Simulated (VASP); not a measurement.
# BeZn15O16 (a cell with a defect) in VASP: a series of runs

The runs below take BeZn15O16 (a cell with a defect) through single point, relaxation of the atoms, with PBE.

Everything below comes from runs of VASP 6.6.1. Logs are shortened: lines on timing, memory, paths and dates and some standing lists are left out, and cuts for length are marked.

## Step 1: The cell of the first run

The cell holds a defect, 32 atoms: a = 6.499 Å, b = 6.499 Å, c = 10.411 Å, α = 90.00°, β = 90.00°, γ = 120.00°.

## Step 2: Single point, PBE

INCAR reads:

```
PREC = Accurate ; ENCUT = 520
EDIFF = 1E-7 ; ISMEAR = -1
SIGMA = 0.01 ; LREAL = Auto
LASPH = T ; NELM = 100
ALGO = Normal ; ISIF = 2
LWAVE = F ; LCHARG = T
GGA = PE ; LELF = T
LVHAR = T ; NBANDS = 161
LUSENCCL = F
```

KPOINTS reads:

```
Automatic mesh
0
Gamma
  3 3 2
```

POSCAR reads:

```
BeZn15O16
1.0
    6.4986160000      0.0000000000      0.0000000000
   -3.2493080000      5.6279665454      0.0000000000
    0.0000000000      0.0000000000     10.4114180000
Be Zn O
1 15 16
Direct
    0.1666666667      0.3333333333      0.2533917251
    0.1666666667      0.3333333333      0.7485064977
    0.1659913215      0.8329956607      0.2484729359
    0.1710335175      0.8355167588      0.7500904349
    0.6670043393      0.3340086785      0.2484729359
    0.6644832412      0.3289664825      0.7500904349
    0.6670043393      0.8329956607      0.2484729359
    0.6644832412      0.8355167588      0.7500904349
    0.3301451304      0.1698548696      0.0076456715
    0.3298511695      0.1701488305      0.4923023402
    0.3301451304      0.6602902608      0.0076456715
    0.3298511695      0.6597023391      0.4923023402
    0.8397097392      0.1698548696      0.0076456715
    0.8402976609      0.1701488305      0.4923023402
    0.8333333333      0.6666666667     -0.0037421831
    0.8333333333      0.6666666667      0.5021807299
    0.3145139552      0.1854860448      0.2004208212
    0.3326208696      0.1673791304      0.6848772625
    0.3145139552      0.6290279104      0.2004208212
    0.3326208696      0.6652417391      0.6848772625
    0.8709720896      0.1854860448      0.2004208212
    0.8347582609      0.1673791304      0.6848772625
    0.8333333333      0.6666666667      0.1871505782
    0.8333333333      0.6666666667      0.6939347743
    0.1666666667      0.3333333333      0.4143624035
    0.1666666667      0.3333333333      0.9380865166
    0.1653379052      0.8326689526      0.4389858608
    0.1722275324      0.8361137662      0.9432743255
    0.6673310474      0.3346620948      0.4389858608
    0.6638862338      0.3277724676      0.9432743255
    0.6673310474      0.8326689526      0.4389858608
    0.6638862338      0.8361137662      0.9432743255
```

Potentials or basis: VASP PAW PBE potentials, release 64 (Be, Zn, O).

Started as:

```bash
$ cat potpaw_PBE.64/Be/POTCAR potpaw_PBE.64/Zn/POTCAR potpaw_PBE.64/O/POTCAR > POTCAR
$ mpirun -np 1 vasp_std > vasp.out
```

OUTCAR:

```text
PREC = Accurate
   ENCUT = 520
   EDIFF = 1E-7
   ISMEAR = -1
   LREAL = Auto
   LASPH = T
   NELM = 100
   ISIF = 2
   GGA = PE

 ion  position               nearest neighbor table
   1  0.167  0.333  0.253-  25 1.68  17 1.75  19 1.75  21 1.75
   2  0.167  0.333  0.749-  26 1.97  20 1.98  18 1.98  22 1.98
   3  0.166  0.833  0.248-  23 1.98  27 1.98  19 2.05  17 2.05
   4  0.171  0.836  0.750-  18 1.99  20 1.99  24 1.99  28 2.01
   5  0.667  0.334  0.248-  23 1.98  29 1.98  21 2.05  17 2.05
   6  0.664  0.329  0.750-  18 1.99  22 1.99  24 1.99  30 2.01
[... 24 lines left out ...]
  31  0.667  0.833  0.439-  14 1.98  12 1.98  16 1.98   7 1.98
  32  0.664  0.836  0.943-  15 1.99  13 2.00  11 2.00   8 2.01

  LATTYP: Found a hexagonal cell.
 ALAT       =     6.4986160000
 C/A-ratio  =     1.6020977390

  Lattice vectors:

 A1 = (   6.4986160000,   0.0000000000,   0.0000000000)
 A2 = (  -3.2493080000,   5.6279665454,   0.0000000000)
 A3 = (   0.0000000000,   0.0000000000,  10.4114180000)

Analysis of symmetry for initial positions (statically):
=====================================================================
 Subroutine PRICEL returns:
 Original cell was already a primitive cell.

 Routine SETGRP: Setting up the symmetry group for a
 hexagonal supercell.

 Subroutine GETGRP returns: Found  6 space group operations
 (whereof  2 operations were pure point group operations)
 out of a pool of 24 trial point group operations.

The static configuration has the point symmetry C_1h.
 The point group associated with its full space group is C_3v.

Analysis of symmetry for dynamics (positions and initial velocities):
=====================================================================
 Subroutine PRICEL returns:
 Original cell was already a primitive cell.

 Routine SETGRP: Setting up the symmetry group for a
 hexagonal supercell.

 Subroutine GETGRP returns: Found  6 space group operations
 (whereof  2 operations were pure point group operations)
 out of a pool of 24 trial point group operations.

The dynamic configuration has the point symmetry C_1h.
 The point group associated with its full space group is C_3v.

 Subroutine INISYM returns: Found  6 space group operations
 (whereof  2 operations are pure point group operations),
 and found     1 'primitive' translations

----------------------------------------------------------------------------------------

                                     Primitive cell

  volume of cell :     380.7871

  direct lattice vectors                    reciprocal lattice vectors
     6.498616000  0.000000000  0.000000000     0.153878918  0.088842035 -0.000000000
    -3.249308000  5.627966545  0.000000000     0.000000000  0.177684070  0.000000000
     0.000000000  0.000000000 10.411418000     0.000000000 -0.000000000  0.096048396

  length of vectors
     6.498616000  6.498616000 10.411418000     0.177684070  0.177684070  0.096048396

  position of ions in fractional coordinates (direct lattice)
     0.166666667  0.333333333  0.253391725
     0.166666667  0.333333333  0.748506498
     0.165991322  0.832995661  0.248472936
     0.171033517  0.835516759  0.750090435
     0.667004339  0.334008678  0.248472936
     0.664483241  0.328966483  0.750090435
[... 24 lines left out ...]
     0.667331047  0.832668953  0.438985861
     0.663886234  0.836113766  0.943274325

  ion indices of the primitive-cell ions
   primitive index   ion index
                 1           1
                 2           2
                 3           3
                 4           4
                 5           5
                 6           6
[... 24 lines left out ...]
                31          31
                32          32

----------------------------------------------------------------------------------------

 KPOINTS: Automatic mesh

Automatic generation of k-mesh.
 Grid dimensions read from file:
 generate k-points for:    3    3    2

 Generating k-lattice:

  Cartesian coordinates                     Fractional coordinates (reciprocal lattice)
     0.051292973  0.029614012 -0.000000000     0.333333333  0.000000000  0.000000000
     0.000000000  0.059228023  0.000000000     0.000000000  0.333333333  0.000000000
     0.000000000 -0.000000000  0.048024198     0.000000000  0.000000000  0.500000000

  Length of vectors
     0.059228023  0.059228023  0.048024198

  Shift w.r.t. Gamma in fractional coordinates (k-lattice)
     0.000000000  0.000000000  0.000000000

 Subroutine IBZKPT returns following result:
 ===========================================

 Found      6 irreducible k-points:

 Following reciprocal coordinates:
            Coordinates               Weight
  0.000000  0.000000  0.000000      1.000000
  0.333333  0.000000  0.000000      6.000000
  0.333333  0.333333  0.000000      2.000000
  0.000000  0.000000  0.500000      1.000000
  0.333333  0.000000  0.500000      6.000000
  0.333333  0.333333  0.500000      2.000000
   k-points           NKPTS =      6   k-points in BZ     NKDIM =      6   number of bands    NBANDS=    161
   number of dos      NEDOS =    301   number of ions     NIONS =     32
   total plane-waves  NPLWV = 184320
   dimension x,y,z NGX =    48 NGY =   48 NGZ =   80
   dimension x,y,z NGXF=    96 NGYF=   96 NGZF=  160
   ions per type =               1  15  16
   NGX,Y,Z   is equivalent  to a cutoff of  12.28, 12.28, 12.77 a.u.
   NGXF,Y,Z  is equivalent  to a cutoff of  24.56, 24.56, 25.55 a.u.
 SYSTEM =  unknown system
   PREC   = accura    normal or accurate (medium, high low for compatibility)
   ISTART =      0    job   : 0-new  1-cont  2-samecut
   ICHARG =      2    charge: 1-file 2-atom 10-const
   ISPIN  =      1    spin polarized calculation?
   LNONCOLLINEAR =      F non collinear calculations
   LSORBIT =      F    spin-orbit coupling
   LASPH  =      T    aspherical Exc in radial PAW
   ENCUT  =  520.0 eV  38.22 Ry    6.18 a.u.  12.08 12.08 19.36*2*pi/ulx,y,z
   NELM   =    100;   NELMIN=  2; NELMDL= -5     # of ELM steps
   EDIFF  = 0.1E-06   stopping-criterion for ELM
   LREAL  =      T    real-space projection
   EDIFFG = 0.1E-05   stopping-criterion for IOM
   NSW    =      0    number of steps for IOM
   IBRION =     -1    ionic relax: 0-MD 1-quasi-New 2-CG
   NFREE  =      0    steps in history (QN), initial steepest desc. (CG)
   ISIF   =      2    stress and relaxation
   ISYM   =      2    0-nonsym 1-usesym 2-fastsym
   POTIM  = 0.5000    time-step for ionic-motion
   TEBEG  =    0.0;   TEEND  =   0.0 temperature during run
   PSTRESS=    0.0 pullay stress
   NELECT =     278.0000    total number of electrons
   NUPDOWN=      -1.0000    fix difference up-down
   EMIN   =  10.00;   EMAX   =-10.00  energy-range for DOS
   EFERMI =   0.00;   METHOD = LEGACY
   ISMEAR =    -1;   SIGMA  =   0.01  broadening in eV -4-tet -1-fermi 0-gaus
   EFERMI_NEDOS =   21; number of points for ismear=-14 and -15
   IALGO  =     38    algorithm
   IMIX   =      4    mixing-type and parameters
     AMIX     =   0.40;   BMIX     =  1.00
     AMIX_MAG =   1.60;   BMIX_MAG =  1.00
  volume/ion in A,a.u.               =      11.90        80.30
  Fermi-wavevector in a.u.,A,eV,Ry     =   1.474107  2.785658 29.565343  2.172991
  Thomas-Fermi vector in A             =   2.588919
   LORBIT       =      0    0 simple, 1 ext, 2 COOP (PROOUT), +10 PAW based schemes
   GGA     = PE    functional components
   LHFCALC =     F    Hartree Fock is set to
   AEXX    =    0.0000 exact exchange contribution
   IVDW    =     0    specifies the selected vdW correction
   LEPSILON=     F    determine dielectric tensor
   LRPA    =     F    only Hartree local field effects (RPA)
 non-spin polarized calculation
  energy-cutoff  :      520.00
  volume of cell :      380.79
 maximum number of plane-waves:     10266
   NGX = 25   NGY = 25   NGZ = 39

 number of electron     278.0000106 magnetization

 Free energy of the ion-electron system (eV)
  ---------------------------------------------------
  ext. energy  EPLUGINS =         0.00000000
  ---------------------------------------------------
  free energy    TOTEN  =      -147.43631312 eV

  energy without entropy =     -147.43631312  energy(sigma->0) =     -147.43631312

 E-fermi :   1.3255     XC(G=0): -10.7970

 val. band max:        1.0767940697   @ k =   0.0000   0.0000   0.0000
 cond. band min:       1.9743837750   @ k =   0.0000   0.0000   0.0000
 fundamental gap:      0.8975897053
 Fermi energy:         1.3254909561

 k-point     1 :       0.0000    0.0000    0.0000
  band No.  band energies     occupation
      1     -16.8371      2.00000
      2     -16.5162      2.00000
      3     -16.4497      2.00000
      4     -16.2061      2.00000
      5     -16.1272      2.00000
      6     -16.1272      2.00000
[... 143 lines left out ...]
    150       6.9812      0.00000
    151       6.9812      0.00000

 k-point     2 :       0.3333    0.0000    0.0000
  band No.  band energies     occupation
      1     -16.6951      2.00000
      2     -16.4178      2.00000
      3     -16.3738      2.00000
      4     -16.3313      2.00000
      5     -16.1923      2.00000
      6     -16.1745      2.00000
[... 143 lines left out ...]
    150       7.3166      0.00000
    151       7.5224      0.00000

 k-point     3 :       0.3333    0.3333    0.0000
  band No.  band energies     occupation
      1     -16.5116      2.00000
      2     -16.4491      2.00000
      3     -16.4075      2.00000
      4     -16.2884      2.00000
      5     -16.2181      2.00000
      6     -16.2120      2.00000
[... 143 lines left out ...]
    150       8.2087      0.00000
    151       8.3167      0.00000

 k-point     4 :       0.0000    0.0000    0.5000
  band No.  band energies     occupation
      1     -16.7540      2.00000
      2     -16.7172      2.00000
      3     -16.2612      2.00000
      4     -16.1895      2.00000
      5     -16.1724      2.00000
      6     -16.1238      2.00000
[... 143 lines left out ...]
    150       7.2417      0.00000
    151       7.5804      0.00000

 k-point     5 :       0.3333    0.0000    0.5000
  band No.  band energies     occupation
      1     -16.6232      2.00000
      2     -16.5850      2.00000
      3     -16.3166      2.00000
      4     -16.2957      2.00000
      5     -16.1845      2.00000
      6     -16.1470      2.00000
[... 143 lines left out ...]
    150       7.5983      0.00000
    151       7.8005      0.00000

 k-point     6 :       0.3333    0.3333    0.5000
  band No.  band energies     occupation
      1     -16.4744      2.00000
      2     -16.3864      2.00000
      3     -16.3827      2.00000
      4     -16.3696      2.00000
      5     -16.3681      2.00000
      6     -16.3042      2.00000
[... 143 lines left out ...]
    150       7.7707      0.00000
    151       7.9095      0.00000
 [bands above 151 left out]

------------------------ aborting loop because EDIFF is reached ----------------------------------------

  FORCE on cell =-STRESS in cart. coord.  units (eV):
  Direction    XX          YY          ZZ          XY          YZ          ZX
  --------------------------------------------------------------------------------------
  -------------------------------------------------------------------------------------
  Total        2.1321998      2.1321998      4.5006558      0.0000000      0.0000000      0.0000000
  in kB        8.9713175      8.9713175     18.9366920      0.0000000      0.0000000      0.0000000
  external PRESSURE =      12.2931090 kB  Pullay stress =       0.0000000 kB

 VOLUME and BASIS-vectors are now :
 -----------------------------------------------------------------------------
  energy-cutoff  :      520.00
  volume of cell :      380.79
      direct lattice vectors                 reciprocal lattice vectors
     6.498616000  0.000000000  0.000000000     0.153878918  0.088842035 -0.000000000
    -3.249308000  5.627966545  0.000000000     0.000000000  0.177684070  0.000000000
     0.000000000  0.000000000 10.411418000     0.000000000 -0.000000000  0.096048396

 POSITION                                       TOTAL-FORCE (eV/Angst)
 -----------------------------------------------------------------------------------
      0.00000      1.87599      2.63817         0.000000      0.000000      0.004637
      0.00000      1.87599      7.79301         0.000000      0.000000     -0.004824
     -1.62795      4.68807      2.58696         0.018794      0.010851     -0.018674
     -1.60337      4.70226      7.80951         0.001021      0.000589     -0.000248
      3.24931      1.87979      2.58696         0.000000     -0.021702     -0.018674
      3.24931      1.85141      7.80951         0.000000     -0.001179     -0.000248
[... 24 lines left out ...]
      1.63113      4.68623      4.57047        -0.003430      0.001980      0.005992
      1.59755      4.70562      9.82082        -0.006042      0.003489      0.000836
 -----------------------------------------------------------------------------------
    total drift:                               -0.000028      0.000017     -0.016052

  FREE ENERGIE OF THE ION-ELECTRON SYSTEM (eV)
  ---------------------------------------------------
  free  energy   TOTEN  =      -147.4363131226 eV

  energy  without entropy=     -147.4363131226  energy(sigma->0) =     -147.43631312
```

It took 3.5 min on 1 × NVIDIA H100 80GB with 1 thread of AMD EPYC 7R13 (Zen 3), shared host; peak memory 1.6 GiB.

Results:

* Free energy: -147.4363 eV
* Pressure: 1.2 GPa
* Largest force: 0.053 eV/Å
* Band gap on the k mesh: 0.90 eV

Forces in eV/Å, atoms in the order of the input:
```
Be   0.000  0.000  0.005
Zn   0.000  0.000 -0.005
Zn   0.019  0.011 -0.019
Zn   0.001  0.001  0.000
Zn   0.000 -0.022 -0.019
Zn   0.000 -0.001  0.000
Zn  -0.019  0.011 -0.019
Zn  -0.001  0.001  0.000
Zn   0.007 -0.004  0.025
Zn  -0.007  0.004  0.009
Zn   0.000  0.008  0.025
Zn   0.000 -0.008  0.009
Zn  -0.007 -0.004  0.025
Zn   0.007  0.004  0.009
Zn   0.000  0.000 -0.010
Zn   0.000  0.000  0.003
O   -0.033  0.019  0.003
O    0.000  0.000  0.000
O    0.000 -0.038  0.003
O    0.000  0.000  0.000
O    0.033  0.019  0.003
O    0.000  0.000  0.000
O    0.000  0.000 -0.012
O    0.000  0.000  0.004
O    0.000  0.000 -0.053
O    0.000  0.000 -0.002
O    0.003  0.002  0.006
O    0.006  0.003  0.001
O    0.000 -0.004  0.006
O    0.000 -0.007  0.001
O   -0.003  0.002  0.006
O   -0.006  0.003  0.001
```

Stress tensor (GPa, compression positive):
```
0.90 0.00 0.00
0.00 0.90 0.00
0.00 0.00 1.89
```

(Continued in part 2 of 2.)
